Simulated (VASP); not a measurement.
# SnO (P4/nmm) in VASP: notebook

SnO is run at these levels: PBE; tasks: single point.

Program: VASP 6.6.1. These are calculated values, not measurements. Logs are shortened: lines on timing, memory, paths and dates and some standing lists are left out, and cuts for length are marked.

### 1 The cell of the first run

The structure is tetragonal, space group P4/nmm (No. 129). Conventional cell: a = 3.755 Å, b = 3.755 Å, c = 4.782 Å, α = 90.00°, β = 90.00°, γ = 90.00°. Within 2.9 Å of Sn (site symmetry 4mm) lie 4 O at 2.21 Å. O (site symmetry -4m2) has 4 Sn at 2.21 Å and 4 O at 2.65 Å within 2.9 Å.

### 2 Single point, PBE (epitaxial xy strain -1.0%)

The input, INCAR:

```
SYSTEM = SnO
PREC = Accurate
ENCUT = 520
EDIFF = 1E-6
ISMEAR = -1
SIGMA = 0.02
LREAL = .False.
LASPH = .True.
NELM = 100
ALGO = Normal
ISIF = 2
LWAVE = .False.
LCHARG = .False.
GGA = PE
NBANDS = 28
```

The input, KPOINTS:

```
regular mesh
0
Gamma
  6 6 6
  0 0 0
```

The input, POSCAR:

```
SnO
1.0
    3.7546621811      0.0000000000      0.0000000000
    0.0000000000      3.7546621811      0.0000000000
    0.0000000000      0.0000000000      4.7821791640
Sn O
2 2
Direct
    0.0000000000      0.5000000000      0.2425790113
    0.5000000000      0.0000000000      0.7574209887
    0.5000000000      0.5000000000      0.0000000000
    0.0000000000      0.0000000000      0.0000000000
```

Potentials or basis: VASP PAW PBE potentials, release 64 (Sn_d, O).

Run with:

```console
cat potpaw_PBE.64/Sn_d/POTCAR potpaw_PBE.64/O/POTCAR > POTCAR
mpirun -np 1 vasp_std > vasp.out
```

OUTCAR:

```text
SYSTEM = SnO
   PREC = Accurate
   ENCUT = 520
   EDIFF = 1E-6
   ISMEAR = -1
   LREAL = .False.
   LASPH = .True.
   NELM = 100
   ISIF = 2
   GGA = PE

 ion  position               nearest neighbor table
   1  0.000  0.500  0.243-   3 2.21   4 2.21   4 2.21   3 2.21   2 3.53   2 3.53   2 3.53   2 3.53
                             2 3.62   2 3.62   2 3.62   2 3.62
   2  0.500  0.000  0.757-   3 2.21   4 2.21   3 2.21   4 2.21   1 3.53   1 3.53   1 3.53   1 3.53
                             1 3.62   1 3.62   1 3.62   1 3.62
   3  0.500  0.500  0.000-   1 2.21   2 2.21   2 2.21   1 2.21
   4  0.000  0.000  0.000-   1 2.21   2 2.21   1 2.21   2 2.21

  LATTYP: Found a simple tetragonal cell.
 ALAT       =     3.7546621811
 C/A-ratio  =     1.2736642961

  Lattice vectors:

 A1 = (   3.7546621811,   0.0000000000,   0.0000000000)
 A2 = (   0.0000000000,   3.7546621811,   0.0000000000)
 A3 = (   0.0000000000,   0.0000000000,   4.7821791640)

Analysis of symmetry for initial positions (statically):
=====================================================================
 Subroutine PRICEL returns:
 Original cell was already a primitive cell.

 Routine SETGRP: Setting up the symmetry group for a
 simple tetragonal supercell.

 Subroutine GETGRP returns: Found 16 space group operations
 (whereof  8 operations were pure point group operations)
 out of a pool of 16 trial point group operations.

The static configuration has the point symmetry D_2d.
 The point group associated with its full space group is D_4h.

Analysis of symmetry for dynamics (positions and initial velocities):
=====================================================================
 Subroutine PRICEL returns:
 Original cell was already a primitive cell.

 Routine SETGRP: Setting up the symmetry group for a
 simple tetragonal supercell.

 Subroutine GETGRP returns: Found 16 space group operations
 (whereof  8 operations were pure point group operations)
 out of a pool of 16 trial point group operations.

The dynamic configuration has the point symmetry D_2d.
 The point group associated with its full space group is D_4h.

 Subroutine INISYM returns: Found 16 space group operations
 (whereof  8 operations are pure point group operations),
 and found     1 'primitive' translations

----------------------------------------------------------------------------------------

                                     Primitive cell

  volume of cell :      67.4167

  direct lattice vectors                    reciprocal lattice vectors
     3.754662181  0.000000000  0.000000000     0.266335545  0.000000000  0.000000000
     0.000000000  3.754662181  0.000000000     0.000000000  0.266335545  0.000000000
     0.000000000  0.000000000  4.782179164     0.000000000  0.000000000  0.209109689

  length of vectors
     3.754662181  3.754662181  4.782179164     0.266335545  0.266335545  0.209109689

  position of ions in fractional coordinates (direct lattice)
     0.000000000  0.500000000  0.242579011
     0.500000000  0.000000000  0.757420989
     0.500000000  0.500000000  0.000000000
     0.000000000  0.000000000  0.000000000

  ion indices of the primitive-cell ions
   primitive index   ion index
                 1           1
                 2           2
                 3           3
                 4           4

----------------------------------------------------------------------------------------

 KPOINTS: regular mesh

Automatic generation of k-mesh.
 Grid dimensions read from file:
 generate k-points for:    6    6    6

 Generating k-lattice:

  Cartesian coordinates                     Fractional coordinates (reciprocal lattice)
     0.044389258  0.000000000  0.000000000     0.166666667  0.000000000  0.000000000
     0.000000000  0.044389258  0.000000000     0.000000000  0.166666667  0.000000000
     0.000000000  0.000000000  0.034851615     0.000000000  0.000000000  0.166666667

  Length of vectors
     0.044389258  0.044389258  0.034851615

  Shift w.r.t. Gamma in fractional coordinates (k-lattice)
     0.000000000  0.000000000  0.000000000

 Subroutine IBZKPT returns following result:
 ===========================================

 Found     40 irreducible k-points:

 Following reciprocal coordinates:
            Coordinates               Weight
  0.000000  0.000000  0.000000      1.000000
  0.166667  0.000000  0.000000      4.000000
  0.333333  0.000000  0.000000      4.000000
  0.500000  0.000000  0.000000      2.000000
  0.166667  0.166667  0.000000      4.000000
  0.333333  0.166667  0.000000      8.000000
[... 16 lines left out ...]
  0.333333  0.000000  0.333333      8.000000
  0.500000  0.000000  0.333333      4.000000
 [... further k-points ...]
   k-points           NKPTS =     40   k-points in BZ     NKDIM =     40   number of bands    NBANDS=     28
   number of dos      NEDOS =    301   number of ions     NIONS =      4
   total plane-waves  NPLWV =  28224
   dimension x,y,z NGX =    28 NGY =   28 NGZ =   36
   dimension x,y,z NGXF=    56 NGYF=   56 NGZF=   72
   ions per type =               2   2
   NGX,Y,Z   is equivalent  to a cutoff of  12.40, 12.40, 12.51 a.u.
   NGXF,Y,Z  is equivalent  to a cutoff of  24.80, 24.80, 25.03 a.u.
 SYSTEM =  SnO
   PREC   = accura    normal or accurate (medium, high low for compatibility)
   ISTART =      0    job   : 0-new  1-cont  2-samecut
   ICHARG =      2    charge: 1-file 2-atom 10-const
   ISPIN  =      1    spin polarized calculation?
   LNONCOLLINEAR =      F non collinear calculations
   LSORBIT =      F    spin-orbit coupling
   LASPH  =      T    aspherical Exc in radial PAW
   ENCUT  =  520.0 eV  38.22 Ry    6.18 a.u.   6.98  6.98  8.89*2*pi/ulx,y,z
   NELM   =    100;   NELMIN=  2; NELMDL= -5     # of ELM steps
   EDIFF  = 0.1E-05   stopping-criterion for ELM
   LREAL  =      F    real-space projection
   EDIFFG = 0.1E-04   stopping-criterion for IOM
   NSW    =      0    number of steps for IOM
   IBRION =     -1    ionic relax: 0-MD 1-quasi-New 2-CG
   NFREE  =      0    steps in history (QN), initial steepest desc. (CG)
   ISIF   =      2    stress and relaxation
   ISYM   =      2    0-nonsym 1-usesym 2-fastsym
   POTIM  = 0.5000    time-step for ionic-motion
   TEBEG  =    0.0;   TEEND  =   0.0 temperature during run
   PSTRESS=    0.0 pullay stress
   NELECT =      40.0000    total number of electrons
   NUPDOWN=      -1.0000    fix difference up-down
   EMIN   =  10.00;   EMAX   =-10.00  energy-range for DOS
   EFERMI =   0.00;   METHOD = LEGACY
   ISMEAR =    -1;   SIGMA  =   0.02  broadening in eV -4-tet -1-fermi 0-gaus
   EFERMI_NEDOS =   21; number of points for ismear=-14 and -15
   IALGO  =     38    algorithm
   IMIX   =      4    mixing-type and parameters
     AMIX     =   0.40;   BMIX     =  1.00
     AMIX_MAG =   1.60;   BMIX_MAG =  1.00
  volume/ion in A,a.u.               =      16.85       113.74
  Fermi-wavevector in a.u.,A,eV,Ry     =   1.375643  2.599588 25.747566  1.892393
  Thomas-Fermi vector in A             =   2.500960
   LORBIT       =      0    0 simple, 1 ext, 2 COOP (PROOUT), +10 PAW based schemes
   GGA     = PE    functional components
   LHFCALC =     F    Hartree Fock is set to
   AEXX    =    0.0000 exact exchange contribution
   IVDW    =     0    specifies the selected vdW correction
   LEPSILON=     F    determine dielectric tensor
   LRPA    =     F    only Hartree local field effects (RPA)
 non-spin polarized calculation
  energy-cutoff  :      520.00
  volume of cell :       67.42
 maximum number of plane-waves:      1852
 NGX is ok and might be reduce to    28
   NGX = 13   NGY = 13   NGZ = 17

 number of electron      39.9999998 magnetization

 Free energy of the ion-electron system (eV)
  ---------------------------------------------------
  ext. energy  EPLUGINS =         0.00000000
  ---------------------------------------------------
  free energy    TOTEN  =       -22.59869377 eV

  energy without entropy =      -22.59826640  energy(sigma->0) =      -22.59848008

 E-fermi :   7.7031     XC(G=0): -10.4672

 val. band max:        7.6810579890   @ k =   0.1667   0.0000   0.0000
 cond. band min:       7.8225035046   @ k =   0.0000   0.0000   0.0000
 fundamental gap:      0.1414455156
 Fermi energy:         7.7031019695

 k-point     1 :       0.0000    0.0000    0.0000
  band No.  band energies     occupation
      1     -14.4646      2.00000
      2     -13.9849      2.00000
      3     -13.9847      2.00000
      4     -13.9847      2.00000
      5     -13.9322      2.00000
      6     -13.9260      2.00000
[... 20 lines left out ...]
     27      14.3761      0.00000
     28      14.7380      0.00000

 k-point     2 :       0.1667    0.0000    0.0000
  band No.  band energies     occupation
      1     -14.4500      2.00000
      2     -14.0103      2.00000
      3     -13.9798      2.00000
      4     -13.9764      2.00000
      5     -13.9532      2.00000
      6     -13.9343      2.00000
[... 20 lines left out ...]
     27      14.6572      0.00000
     28      16.7419      0.00000

 k-point     3 :       0.3333    0.0000    0.0000
  band No.  band energies     occupation
      1     -14.4096      2.00000
      2     -14.1960      2.00000
      3     -13.9646      2.00000
      4     -13.9564      2.00000
      5     -13.9432      2.00000
      6     -13.9377      2.00000
[... 20 lines left out ...]
     27      15.1754      0.00000
     28      17.9475      0.00000

 k-point     4 :       0.5000    0.0000    0.0000
  band No.  band energies     occupation
      1     -14.3332      2.00000
      2     -14.3332      2.00000
      3     -13.9468      2.00000
      4     -13.9468      2.00000
      5     -13.9411      2.00000
      6     -13.9411      2.00000
[... 578 lines left out ...]
     27      15.6142      0.00000
     28      16.8251      0.00000

 k-point    23 :       0.3333    0.0000    0.3333
  band No.  band energies     occupation
      1     -14.4109      2.00000
      2     -14.2228      2.00000
      3     -13.9769      2.00000
      4     -13.9528      2.00000
      5     -13.9468      2.00000
      6     -13.9450      2.00000
[... 20 lines left out ...]
     27      16.1067      0.00000
     28      17.9878      0.00000

 k-point    24 :       0.5000    0.0000    0.3333
  band No.  band energies     occupation
      1     -14.3489      2.00000
      2     -14.3489      2.00000
      3     -13.9732      2.00000
      4     -13.9732      2.00000
      5     -13.9394      2.00000
      6     -13.9394      2.00000
[... 20 lines left out ...]
     27      16.8583      0.00000
     28      16.8583      0.00000

 [... further k-points ...]
[... 5 lines left out ...]
  --------------------------------------------------------------------------------------
  -------------------------------------------------------------------------------------
  Total        3.3386292      3.3386292      2.2273882      0.0000000      0.0000000      0.0000000
  in kB       79.3434708     79.3434708     52.9345113      0.0000000      0.0000000      0.0000000
  external PRESSURE =      70.5404843 kB  Pullay stress =       0.0000000 kB

 VOLUME and BASIS-vectors are now :
 -----------------------------------------------------------------------------
  energy-cutoff  :      520.00
  volume of cell :       67.42
      direct lattice vectors                 reciprocal lattice vectors
     3.754662181  0.000000000  0.000000000     0.266335545  0.000000000  0.000000000
     0.000000000  3.754662181  0.000000000     0.000000000  0.266335545  0.000000000
     0.000000000  0.000000000  4.782179164     0.000000000  0.000000000  0.209109689

 POSITION                                       TOTAL-FORCE (eV/Angst)
 -----------------------------------------------------------------------------------
      0.00000      1.87733      1.16006         0.000000     -0.000000      0.598912
      1.87733      0.00000      3.62212        -0.000000      0.000000     -0.598912
      1.87733      1.87733      0.00000         0.000000      0.000000      0.000000
      0.00000      0.00000      0.00000         0.000000     -0.000000      0.000000
 -----------------------------------------------------------------------------------
    total drift:                                0.000000      0.000000      0.000000

  FREE ENERGIE OF THE ION-ELECTRON SYSTEM (eV)
  ---------------------------------------------------
  free  energy   TOTEN  =       -22.5986937652 eV

  energy  without entropy=      -22.5982663974  energy(sigma->0) =      -22.59848008
```

Wall time 26 s (1 thread of Intel Xeon 6975P-C (Granite Rapids), shared host); peak memory 0.2 GiB.

What came out:

| Quantity | Value |
| --- | --- |
| Free energy | -22.5987 eV |
| Pressure | 7.1 GPa |
| Largest force | 0.599 eV/Å |
| Band gap on the k mesh | zero (band 20 reaches 7.82 eV, above the bottom of band 21 at 7.57 eV) |

Forces in eV/Å, atoms in the order of the input:
```
Sn   0.000  0.000  0.599
Sn   0.000  0.000 -0.599
O    0.000  0.000  0.000
O    0.000  0.000  0.000
```

Caveat: the cell differs from its parent crystal (epitaxial xy strain -1.0%); spin-orbit coupling is left out, which moves the levels of the heavy elements.

### 3 Single point, PBE

This run uses another cell than the first one, of 17.11 Å³/atom, 1.015 times its volume.

The input, INCAR:

```
PREC     = Accurate       # precision mode
ENCUT    = 520            # plane-wave cutoff, eV
EDIFF    = 1E-7           # SCF threshold, eV
ISMEAR   = -1             # smearing method
SIGMA    = 0.02           # smearing width, eV
LREAL    = False          # projectors in reciprocal space
LASPH    = True           # aspherical terms in the spheres
NELM     = 100            # most SCF steps
ALGO     = Normal         # electronic algorithm
ISIF     = 2              # what is computed and relaxed
LWAVE    = False          # write WAVECAR
LCHARG   = False          # write CHGCAR
GGA      = PE             # functional
NBANDS   = 28             # bands
```

The input, KPOINTS:

```
Automatic mesh
0
Gamma
  6 6 6
```

The input, POSCAR:

```
SnO
1.0
    3.7925880617      0.0000000000      0.0000000000
    0.0000000000      3.7925880617      0.0000000000
    0.0000000000      0.0000000000      4.7583872278
Sn O
2 2
Direct
    0.0000000000      0.5000000000      0.2410331232
    0.5000000000      0.0000000000      0.7589668768
    0.5000000000      0.5000000000      0.0000000000
    0.0000000000      0.0000000000      0.0000000000
```

Potentials or basis: VASP PAW PBE potentials, release 64 (Sn_d, O).

Run with:

```console
cat potpaw_PBE.64/Sn_d/POTCAR potpaw_PBE.64/O/POTCAR > POTCAR
mpirun -np 1 vasp_std > vasp.out
```

It took 27 s on 1 thread of Intel Xeon 6975P-C (Granite Rapids), shared host; peak memory 0.2 GiB.

The run converged. Its results:

```yaml
Free_energy: -22.6387 eV
Pressure: 5.6 GPa
Largest_force: 0.583 eV/Å
Band_gap_on_the_k_mesh: zero (band 20 reaches 7.50 eV, above the bottom of band 21 at 7.44 eV)
```

Forces in eV/Å, atoms in the order of the input:
```
Sn   0.000  0.000  0.583
Sn   0.000  0.000 -0.583
O    0.000  0.000  0.000
O    0.000  0.000  0.000
```

Stress tensor (GPa, compression positive):
```
5.93 0.00 0.00
0.00 5.93 0.00
0.00 0.00 5.03
```

Levels at points of the mesh, in eV from the Fermi level:
| k point | band 17 | band 18 | band 19 | band 20 | band 21 | band 22 | band 23 | band 24 |
| --- | --- | --- | --- | --- | --- | --- | --- | --- |
| (0.00, 0.00, 0.00) | -3.55 | -3.25 | -3.25 | 0.05 | 2.21 | 4.57 | 4.64 | 4.64 |
| (0.50, 0.00, 0.00) | -4.95 | -4.95 | -2.78 | -2.78 | 3.32 | 3.32 | 5.94 | 5.94 |
| (0.50, 0.50, 0.00) | -2.58 | -2.58 | -1.88 | -1.88 | -0.01 | -0.01 | 4.52 | 4.52 |
| (0.00, 0.00, 0.50) | -3.27 | -3.27 | -2.96 | -2.25 | 1.72 | 2.88 | 2.88 | 3.66 |
| (0.50, 0.00, 0.50) | -4.90 | -4.90 | -1.76 | -1.76 | 2.69 | 2.69 | 5.41 | 5.41 |
| (0.50, 0.50, 0.50) | -2.75 | -2.75 | -2.58 | -2.58 | 2.31 | 2.31 | 4.22 | 4.22 |

Caveat: spin-orbit coupling is left out, which moves the levels of the heavy elements.

[end of part 1 of 2]
